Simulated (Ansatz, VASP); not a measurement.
One calculation of As, two programs

INCAR

```
SYSTEM = As
PREC = Accurate ; ENCUT = 600
EDIFF = 1E-6 ; ISMEAR = 0
SIGMA = 0.1 ; LREAL = .FALSE.
LASPH = .TRUE. ; NELM = 60
ALGO = Normal ; ISIF = 3
LWAVE = .FALSE. ; LCHARG = .FALSE.
GGA = PE ; IVDW = 12
IBRION = 2 ; NSW = 100
EDIFFG = -0.005
```

KPOINTS

```
regular mesh
0
G
  15 15 15
  0 0 0
```

File POSCAR:

```
As
1.0
    1.8774110887      1.0839237974      3.7043351684
   -1.8774110887      1.0839237974      3.7043351684
    0.0000000000     -2.1678475948      3.7043351684
As
2
Direct
    0.2244335900      0.2244335900      0.2244335900
    0.7755664100      0.7755664100      0.7755664100
```

Input for Ansatz:

```yaml
crystal:
  lattice:
    - [1.8774110887, 1.0839237974, 3.7043351684]
    - [-1.8774110887, 1.0839237974, 3.7043351684]
    - [0.0, -2.1678475948, 3.7043351684]
  atoms:
    - { symbol: As, position: [0.22443359, 0.22443359, 0.22443359] }
    - { symbol: As, position: [0.77556641, 0.77556641, 0.77556641] }
basis:
  ecutwfc: 420
kpoints:
  mp_grid: { grid: [15, 15, 15] }
hamiltonian:
  xc: pbe
  dispersion: d3bj
scf:
  occupations: { method: gaussian, width: 0.1 }
output:
  forces: true
  stress: true
  eigenvalues: true
relax:
  adjacent_minimum: "off"
  f_tol: 0.005
  max_steps: 80
  cell: { stress_tol: 0.05 }
```

Alike in both runs: task relaxation of cell and atoms; functional PBE; dispersion D3(BJ); k mesh 15 × 15 × 15; occupations gaussian, width 0.1 eV; no spin polarisation.

|  | VASP | Ansatz |
| --- | --- | --- |
| version | VASP 6.6.1 | Ansatz 0.2.0 |
| potentials or method | VASP PAW PBE potentials, release 64 (As), cutoff 600 eV | scalar-relativistic, plane waves, PAW |
| valence electrons in the cell | 10 | 30 |

Ansatz gave:

| Property | Result |
| --- | --- |
| gap on the k mesh at the Fermi level, each at its own relaxed structure (eV) | none |
| relaxed volume (Å³/atom) | 20.89 |
| relaxed cell length with the largest relative difference (Å) | 4.017 |

Task: Which values does VASP return?

Result: gap on the k mesh at the Fermi level, each at its own relaxed structure (eV): none; relaxed volume (Å³/atom): 20.91; relaxed cell length with the largest relative difference (Å): 4.014.

A gap of «none» marks a metal or a gap that the smearing closes. VASP's potentials hold 10 valence electrons a cell and Ansatz's 30, so a difference there can come from the potentials and not from the codes.
